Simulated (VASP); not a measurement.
Here is a VASP 6.6.1 calculation.

Contents of INCAR:

```
PREC = Accurate
ENCUT = 520
EDIFF = 1E-6
ISMEAR = 0
SIGMA = 0.02
LREAL = F
LASPH = T
NELM = 60
ALGO = Normal
ISIF = 2
LWAVE = F
LCHARG = F
GGA = PE
NBANDS = 12
```

The input KPOINTS:

```
regular mesh
0
Gamma
  10 10 10
```

The input POSCAR:

```
LiF
1.0
    0.0000000000      2.0913699983      2.0913699983
    2.0913699983      0.0000000000      2.0913699983
    2.0913699983      2.0913699983      0.0000000000
Li F
1 1
Direct
    0.7500000000      0.7500000000      0.7500000000
    0.0000000000      0.0000000000      0.0000000000
```

Potentials or basis: VASP PAW PBE potentials, release 64 (Li_sv, F).

The run is started by

```sh
$ cat potpaw_PBE.64/Li_sv/POTCAR potpaw_PBE.64/F/POTCAR > POTCAR
$ mpirun -np 1 vasp_std > vasp.out
```

Problem. Predict the band gap on the k mesh.

Solution. 8.35 eV, direct.

 A k mesh can miss the band edges.
